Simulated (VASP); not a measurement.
MgC2, 3 atoms in the cell. It takes space group P6/mmm (No. 191, hexagonal). The conventional cell has a = 5.520 Å, b = 5.520 Å, c = 5.272 Å, α = 90.00°, β = 90.00°, γ = 120.00°. Mg (site symmetry 6/mmm) has 2 C at 2.02 Å within 2.7 Å. Within 1.7 Å of C (site symmetry 6mm) lie 1 C at 1.24 Å. 

```yaml
Program: VASP 6.6.1
Task: relaxation of cell and atoms
Functional: PBE
Potentials_or_basis: VASP PAW PBE potentials, release 64 (Mg, C)
Cutoff: 600 eV
k_mesh: 6 × 6 × 4
Occupations: gaussian, width 0.02 eV
Spin: no spin polarisation
Dipole_correction: no
Further_INCAR_settings: ALGO = Normal; EDIFF = 1e-06; IBRION = 2; EDIFFG = -0.01; NSW = 100; ISIF = 3
```

Potentials or basis: VASP PAW PBE potentials, release 64 (Mg, C).

The run is started by

```sh
$ cat potpaw_PBE.64/Mg/POTCAR potpaw_PBE.64/C/POTCAR > POTCAR
$ mpirun -np 1 vasp_std > vasp.out
```

Hardware: 1 thread of Intel Xeon 6975P-C, with other jobs on the host.

Q: Estimate the wall time of this run.

A: Wall time 6.8 min on 1 thread of Intel Xeon 6975P-C, on a shared host, peak memory 0.33 GiB. Counts: scf iterations 148, k points 21, ion steps 22.
